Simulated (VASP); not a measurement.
# CaSe (I-4m2) in VASP: notebook

CaSe is run at these levels: LDA; tasks: single point.

Program: VASP 6.6.1. These are calculated values, not measurements. Logs are shortened: lines on timing, memory, paths and dates and some standing lists are left out, and cuts for length are marked.

## Step 1: The cell of the first run

It takes space group I-4m2 (No. 119, tetragonal). The conventional cell has a = 5.070 Å, b = 5.070 Å, c = 5.593 Å, α = 90.00°, β = 90.00°, γ = 90.00°. Within 3.8 Å of Ca (site symmetry -4m2) lie 4 Se at 2.89 Å. Within 3.8 Å of Se (site symmetry -4m2) lie 4 Ca at 2.89 Å.

## Step 2: Single point, LDA

INCAR

```
SYSTEM = CaSe
PREC     = Accurate       ! precision mode
ENCUT    = 520            ! plane-wave cutoff, eV
EDIFF    = 1E-6           ! SCF threshold, eV
ISMEAR   = 0              ! smearing method
SIGMA    = 0.05           ! smearing width, eV
LREAL    = .FALSE.        ! projectors in reciprocal space
LASPH    = .TRUE.         ! aspherical terms in the spheres
NELM     = 80             ! most SCF steps
ALGO     = Normal         ! electronic algorithm
ISIF     = 2              ! what is computed and relaxed
LWAVE    = .FALSE.        ! write WAVECAR
LCHARG   = .TRUE.         ! write CHGCAR
LELF     = .TRUE.         ! ELF
LVHAR    = .TRUE.       
NBANDS   = 15             ! bands
```

KPOINTS

```
regular mesh
0
G
  8 8 8
  0 0 0
```

POSCAR

```
CaSe
1.0
    0.0000000000      3.5849442448      2.7962565109
    3.5849442448      0.0000000000      2.7962565109
    3.5849442448      3.5849442448      0.0000000000
Ca Se
1 1
Direct
    0.0000000000      0.0000000000      0.0000000000
    0.7500000000      0.7500000000      0.7500000000
```

Potentials or basis: VASP PAW LDA potentials, release 64 (Ca_sv, Se).

The run is started by

```sh
$ cat potpaw_LDA.64/Ca_sv/POTCAR potpaw_LDA.64/Se/POTCAR > POTCAR
$ mpirun -np 1 vasp_std > vasp.out
```

OUTCAR:

```text
SYSTEM = CaSe
   PREC = Accurate
   ENCUT = 520
   EDIFF = 1E-6
   ISMEAR = 0
   LREAL = .FALSE.
   LASPH = .TRUE.
   NELM = 80
   ISIF = 2

 ion  position               nearest neighbor table
   1  0.000  0.000  0.000-   2 2.89   2 2.89   2 2.89   2 2.89
   2  0.750  0.750  0.750-   1 2.89   1 2.89   1 2.89   1 2.89

  LATTYP: Found a body centered tetragonal cell.
 ALAT       =     5.0698767713
 C/A-ratio  =     1.1030865786

  Lattice vectors:

 A1 = (   0.0000000000,  -3.5849442448,  -2.7962565109)
 A2 = (   0.0000000000,   3.5849442448,  -2.7962565109)
 A3 = (   3.5849442448,   0.0000000000,   2.7962565109)

Analysis of symmetry for initial positions (statically):
=====================================================================
 Subroutine PRICEL returns:
 Original cell was already a primitive cell.

 Routine SETGRP: Setting up the symmetry group for a
 body centered tetragonal supercell.

 Subroutine GETGRP returns: Found  8 space group operations
 (whereof  8 operations were pure point group operations)
 out of a pool of 16 trial point group operations.

The static configuration has the point symmetry D_2d.

Analysis of symmetry for dynamics (positions and initial velocities):
=====================================================================
 Subroutine PRICEL returns:
 Original cell was already a primitive cell.

 Routine SETGRP: Setting up the symmetry group for a
 body centered tetragonal supercell.

 Subroutine GETGRP returns: Found  8 space group operations
 (whereof  8 operations were pure point group operations)
 out of a pool of 16 trial point group operations.

The dynamic configuration has the point symmetry D_2d.

 Subroutine INISYM returns: Found  8 space group operations
 (whereof  8 operations are pure point group operations),
 and found     1 'primitive' translations

----------------------------------------------------------------------------------------

                                     Primitive cell

  volume of cell :      71.8740

  direct lattice vectors                    reciprocal lattice vectors
     0.000000000  3.584944245  2.796256511    -0.139472183  0.139472183  0.178810491
     3.584944245  0.000000000  2.796256511     0.139472183 -0.139472183  0.178810491
     3.584944245  3.584944245  0.000000000     0.139472183  0.139472183 -0.178810491

  length of vectors
     4.546523475  4.546523475  5.069876771     0.266229547  0.266229547  0.266229547

  position of ions in fractional coordinates (direct lattice)
     0.000000000  0.000000000  0.000000000
     0.750000000  0.750000000  0.750000000

  ion indices of the primitive-cell ions
   primitive index   ion index
                 1           1
                 2           2

----------------------------------------------------------------------------------------

 KPOINTS: regular mesh

Automatic generation of k-mesh.
 Grid dimensions read from file:
 generate k-points for:    8    8    8

 Generating k-lattice:

  Cartesian coordinates                     Fractional coordinates (reciprocal lattice)
    -0.017434023  0.017434023  0.022351311     0.125000000  0.000000000  0.000000000
     0.017434023 -0.017434023  0.022351311     0.000000000  0.125000000  0.000000000
     0.017434023  0.017434023 -0.022351311    -0.000000000 -0.000000000  0.125000000

  Length of vectors
     0.033278693  0.033278693  0.033278693

  Shift w.r.t. Gamma in fractional coordinates (k-lattice)
     0.000000000  0.000000000  0.000000000

 Subroutine IBZKPT returns following result:
 ===========================================

 Found     59 irreducible k-points:

 Following reciprocal coordinates:
            Coordinates               Weight
  0.000000  0.000000  0.000000      1.000000
  0.125000  0.000000  0.000000      8.000000
  0.250000  0.000000  0.000000      8.000000
  0.375000  0.000000  0.000000      8.000000
  0.500000  0.000000  0.000000      4.000000
  0.125000  0.125000  0.000000      2.000000
[... 16 lines left out ...]
  0.250000  0.000000  0.125000     16.000000
  0.375000  0.000000  0.125000     16.000000
 [... further k-points ...]
   k-points           NKPTS =     59   k-points in BZ     NKDIM =     59   number of bands    NBANDS=     15
   number of dos      NEDOS =    301   number of ions     NIONS =      2
   total plane-waves  NPLWV =  51840
   dimension x,y,z NGX =    36 NGY =   36 NGZ =   40
   dimension x,y,z NGXF=    72 NGYF=   72 NGZF=   80
   ions per type =               1   1
   NGX,Y,Z   is equivalent  to a cutoff of  13.16, 13.16, 13.12 a.u.
   NGXF,Y,Z  is equivalent  to a cutoff of  26.33, 26.33, 26.23 a.u.
 SYSTEM =  CaSe
   PREC   = accura    normal or accurate (medium, high low for compatibility)
   ISTART =      0    job   : 0-new  1-cont  2-samecut
   ICHARG =      2    charge: 1-file 2-atom 10-const
   ISPIN  =      1    spin polarized calculation?
   LNONCOLLINEAR =      F non collinear calculations
   LSORBIT =      F    spin-orbit coupling
   LASPH  =      T    aspherical Exc in radial PAW
   ENCUT  =  520.0 eV  38.22 Ry    6.18 a.u.   8.45  8.45  9.43*2*pi/ulx,y,z
   NELM   =     80;   NELMIN=  2; NELMDL= -5     # of ELM steps
   EDIFF  = 0.1E-05   stopping-criterion for ELM
   LREAL  =      F    real-space projection
   EDIFFG = 0.1E-04   stopping-criterion for IOM
   NSW    =      0    number of steps for IOM
   IBRION =     -1    ionic relax: 0-MD 1-quasi-New 2-CG
   NFREE  =      0    steps in history (QN), initial steepest desc. (CG)
   ISIF   =      2    stress and relaxation
   ISYM   =      2    0-nonsym 1-usesym 2-fastsym
   POTIM  = 0.5000    time-step for ionic-motion
   TEBEG  =    0.0;   TEEND  =   0.0 temperature during run
   PSTRESS=    0.0 pullay stress
   NELECT =      16.0000    total number of electrons
   NUPDOWN=      -1.0000    fix difference up-down
   EMIN   =  10.00;   EMAX   =-10.00  energy-range for DOS
   EFERMI =   0.00;   METHOD = LEGACY
   ISMEAR =     0;   SIGMA  =   0.05  broadening in eV -4-tet -1-fermi 0-gaus
   EFERMI_NEDOS =   21; number of points for ismear=-14 and -15
   IALGO  =     38    algorithm
   IMIX   =      4    mixing-type and parameters
     AMIX     =   0.40;   BMIX     =  1.00
     AMIX_MAG =   1.60;   BMIX_MAG =  1.00
  volume/ion in A,a.u.               =      35.94       242.51
  Fermi-wavevector in a.u.,A,eV,Ry     =   0.992181  1.874950 13.393889  0.984423
  Thomas-Fermi vector in A             =   2.123975
   LORBIT       =      0    0 simple, 1 ext, 2 COOP (PROOUT), +10 PAW based schemes
   GGA     = CA    functional components
   LHFCALC =     F    Hartree Fock is set to
   AEXX    =    0.0000 exact exchange contribution
   IVDW    =     0    specifies the selected vdW correction
   LEPSILON=     F    determine dielectric tensor
   LRPA    =     F    only Hartree local field effects (RPA)
 non-spin polarized calculation
 Gauss-broadening in eV      SIGMA  =   0.05
  energy-cutoff  :      520.00
  volume of cell :       71.87
 maximum number of plane-waves:      1956
 NGX is ok and might be reduce to    36

 number of electron      16.0000000 magnetization

 Free energy of the ion-electron system (eV)
  ---------------------------------------------------
  ext. energy  EPLUGINS =         0.00000000
  ---------------------------------------------------
  free energy    TOTEN  =        -9.77219766 eV

  energy without entropy =       -9.77219766  energy(sigma->0) =       -9.77219766

 E-fermi :   0.0002     XC(G=0):  -7.9881

 val. band max:       -0.2179125749   @ k =   0.3750   0.0000   0.3750
 cond. band min:       2.2914108534   @ k =   0.0000   0.0000   0.0000
 fundamental gap:      2.5093234282
 Fermi energy:         0.0001697926

 k-point     1 :       0.0000    0.0000    0.0000
  band No.  band energies     occupation
      1     -39.3152      2.00000
      2     -20.6490      2.00000
      3     -20.5911      2.00000
      4     -20.5911      2.00000
      5     -10.8189      2.00000
      6      -0.5242      2.00000
      7      -0.5242      2.00000
      8      -0.3338      2.00000
      9       2.2914      0.00000
     10       4.0340      0.00000
     11       5.0227      0.00000
     12       6.0303      0.00000
     13       6.0303      0.00000
     14       6.6650      0.00000
     15       8.2257      0.00000

 k-point     2 :       0.1250    0.0000    0.0000
  band No.  band energies     occupation
      1     -39.3149      2.00000
      2     -20.6516      2.00000
      3     -20.5945      2.00000
      4     -20.5925      2.00000
      5     -10.7818      2.00000
      6      -0.7842      2.00000
      7      -0.5552      2.00000
      8      -0.3602      2.00000
      9       2.7869      0.00000
     10       4.0393      0.00000
     11       4.9369      0.00000
     12       5.8165      0.00000
     13       6.1138      0.00000
     14       6.6258      0.00000
     15       8.0150      0.00000

 k-point     3 :       0.2500    0.0000    0.0000
  band No.  band energies     occupation
      1     -39.3143      2.00000
      2     -20.6587      2.00000
      3     -20.6013      2.00000
      4     -20.5958      2.00000
      5     -10.6917      2.00000
      6      -1.2834      2.00000
      7      -0.6303      2.00000
      8      -0.3124      2.00000
      9       3.6566      0.00000
     10       4.1253      0.00000
     11       4.8846      0.00000
     12       5.3227      0.00000
     13       6.1108      0.00000
     14       6.5245      0.00000
     15       7.2863      0.00000
[... 343 lines left out ...]
 k-point    23 :       0.2500    0.0000    0.1250
  band No.  band energies     occupation
      1     -39.3145      2.00000
      2     -20.6552      2.00000
      3     -20.6048      2.00000
      4     -20.5933      2.00000
      5     -10.7038      2.00000
      6      -1.2006      2.00000
      7      -0.5831      2.00000
      8      -0.2786      2.00000
      9       3.5180      0.00000
     10       3.8382      0.00000
     11       4.9127      0.00000
     12       5.2946      0.00000
     13       5.9117      0.00000
     14       6.5217      0.00000
     15       7.8103      0.00000

 k-point    24 :       0.3750    0.0000    0.1250
  band No.  band energies     occupation
      1     -39.3139      2.00000
      2     -20.6630      2.00000
      3     -20.6104      2.00000
      4     -20.5971      2.00000
      5     -10.6130      2.00000
      6      -1.5121      2.00000
      7      -0.7042      2.00000
      8      -0.2803      2.00000
      9       3.8935      0.00000
     10       4.0793      0.00000
     11       4.8535      0.00000
     12       5.2127      0.00000
     13       5.7804      0.00000
     14       6.3461      0.00000
     15       7.6197      0.00000

 [... further k-points ...]

------------------------ aborting loop because EDIFF is reached ----------------------------------------

  FORCE on cell =-STRESS in cart. coord.  units (eV):
  Direction    XX          YY          ZZ          XY          YZ          ZX
  --------------------------------------------------------------------------------------
  -------------------------------------------------------------------------------------
  Total       -1.8111168     -1.8111168     -1.3608923      0.0000000      0.0000000      0.0000000
  in kB      -40.3724610    -40.3724610    -30.3362939      0.0000000      0.0000000      0.0000000
  external PRESSURE =     -37.0270719 kB  Pullay stress =       0.0000000 kB

 VOLUME and BASIS-vectors are now :
 -----------------------------------------------------------------------------
  energy-cutoff  :      520.00
  volume of cell :       71.87
      direct lattice vectors                 reciprocal lattice vectors
     0.000000000  3.584944245  2.796256511    -0.139472183  0.139472183  0.178810491
     3.584944245  0.000000000  2.796256511     0.139472183 -0.139472183  0.178810491
     3.584944245  3.584944245  0.000000000     0.139472183  0.139472183 -0.178810491

 POSITION                                       TOTAL-FORCE (eV/Angst)
 -----------------------------------------------------------------------------------
      0.00000      0.00000      0.00000        -0.000000     -0.000000     -0.000000
      5.37742      5.37742      4.19438         0.000000      0.000000      0.000000
 -----------------------------------------------------------------------------------
    total drift:                               -0.000000     -0.000000     -0.000001

  FREE ENERGIE OF THE ION-ELECTRON SYSTEM (eV)
  ---------------------------------------------------
  free  energy   TOTEN  =        -9.7721976595 eV

  energy  without entropy=       -9.7721976595  energy(sigma->0) =       -9.77219766
```

Run time: 22 s. Hardware: 1 thread of Intel Xeon 6975P-C (Granite Rapids), shared host; peak memory 0.23 GiB.

What came out:

- Free energy: -9.7722 eV
- Pressure: -3.7 GPa
- Band gap on the k mesh: 2.51 eV (least direct gap 2.63 eV)

Caveat: the cell stands under tension. A k mesh can miss the band edges.

## Step 3: Single point, LDA

This run uses another cell than the first one, of the same volume but with other edges.

INCAR

```
SYSTEM = CaSe
  PREC = Accurate
  ENCUT = 520
  EDIFF = 1E-6
  ISMEAR = 0
  SIGMA = 0.05
  LREAL = .False.
  LASPH = .True.
  NELM = 100
  ALGO = Normal
  ISIF = 2
  LWAVE = .False.
  LCHARG = .False.
  NBANDS = 15
```

KPOINTS

```
regular mesh
0
Gamma
  8 8 8
  0 0 0
```

POSCAR

```
CaSe
1.0
    0.0000000000      3.0236590793      3.9307568031
    3.0236590793      0.0000000000      3.9307568031
    3.0236590793      3.0236590793      0.0000000000
Ca Se
1 1
Direct
    0.0000000000      0.0000000000      0.0000000000
    0.7500000000      0.7500000000      0.7500000000
```

Potentials or basis: VASP PAW LDA potentials, release 64 (Ca_sv, Se).

The run is started by

```sh
$ cat potpaw_LDA.64/Ca_sv/POTCAR potpaw_LDA.64/Se/POTCAR > POTCAR
$ mpirun -np 1 vasp_std > vasp.out
```

Run time: 23 s. Hardware: 1 thread of Intel Xeon 6975P-C (Granite Rapids), shared host; peak memory 0.22 GiB.

It converged, with:

```
Free energy            : -9.6454 eV
Pressure               : -3.7 GPa
Band gap on the k mesh : 1.99 eV (least direct gap 2.31 eV)
```

Stress tensor (GPa, compression positive):
```
-1.86  0.00  0.00
 0.00 -1.86  0.00
 0.00  0.00 -7.51
```

Levels at points of the mesh, in eV from the valence-band top:
| k point | band 5 | band 6 | band 7 | band 8 | band 9 | band 10 | band 11 | band 12 |
| --- | --- | --- | --- | --- | --- | --- | --- | --- |
| (0.00, 0.00, 0.00) | -10.88 | -0.89 | -0.32 | -0.32 | 1.99 | 4.06 | 5.05 | 5.14 |
| (0.50, 0.00, 0.00) | -10.62 | -1.83 | -0.98 | -0.03 | 3.85 | 4.09 | 4.63 | 5.26 |
| (0.50, 0.50, 0.00) | -10.61 | -2.20 | -0.03 | -0.03 | 2.63 | 3.97 | 5.02 | 5.02 |
| (0.50, 0.00, 0.50) | -10.49 | -1.64 | -0.90 | -0.75 | 2.97 | 3.62 | 5.03 | 5.51 |

Caveat: the cell stands under tension. A k mesh can miss the band edges.

(Continued in part 2 of 2.)
